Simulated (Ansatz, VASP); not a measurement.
Sb in VASP and in Ansatz

```
CELL_PARAMETERS angstrom
3.99846 2.30851 3.10832
-3.99846 2.30851 3.10832
0.00000 -4.61702 3.10832
ATOMIC_POSITIONS crystal
Sb 0.25487 0.74513 0.00000
Sb 0.00000 0.25487 0.74513
Sb 0.74513 0.00000 0.25487
Sb 0.26912 0.26912 0.26912
Sb 0.73088 0.73088 0.73088
```

Alike in both runs: functional PBE; k mesh 3 × 3 × 3; occupations gaussian, width 0.1 eV; no spin polarisation.

Ansatz relaxed the structure, and its values are those at the end. VASP's run is a single point on that final structure, the one shown.

```csv
,VASP,Ansatz
version,VASP 6.6.1,Ansatz 0.2.0
potentials or method,"VASP PAW PBE potentials, release 64 (Sb), cutoff 520 eV","scalar-relativistic, plane waves, PAW"
valence electrons in the cell,25,75
```

```csv
,VASP,Ansatz,Ansatz less VASP
gap on the k mesh at the Fermi level (eV),none,none,-
pressure (GPa),-0.1,-0.1,+0.04
rms of the force components (eV/Å),0.017,0.013,-0.0044
```

A gap of «none» marks a metal or a gap that the smearing closes. With one functional, cell and mesh, what is left measures potentials, basis and numerics. VASP's potentials hold 25 valence electrons a cell and Ansatz's 75, so a difference there can come from the potentials and not from the codes.

The k mesh is coarse, so the values compare programs but aren't converged. Spin-orbit coupling is off throughout.
